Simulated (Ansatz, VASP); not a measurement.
**Two plane-wave programs on Ga**

```xyz
3
Lattice="4.6022 0.0000 0.0000 -2.3011 3.9856 0.0000 0.0000 0.0000 2.9950" Properties=species:S:1:pos:R:3 pbc="T T T"
Ga   -2.3011    3.9856    0.0000
Ga    0.0000    2.6571    1.4975
Ga    2.3011    1.3285    1.4975
```

Alike in both runs: task single point; functional r2SCAN; k mesh 9 × 9 × 12; occupations fermi-dirac, width 0.1 eV; no spin polarisation.

|  | VASP | Ansatz |
| --- | --- | --- |
| version | VASP 6.6.1 | Ansatz 0.2.0 |
| potentials or method | VASP PAW PBE potentials, release 64 (Ga_d), cutoff 520 eV | plane waves (500 eV) with PAW, scalar-relativistic |
| valence electrons in the cell | 39 | 39 |

```tsv
	VASP	Ansatz	Ansatz less VASP
pressure (GPa)	0.0	0.0	-0.03
traceless stress, the component that is largest in VASP (GPa)	0.12	0.18	+0.060
```

VASP's potentials were made for PBE, not for r2SCAN.
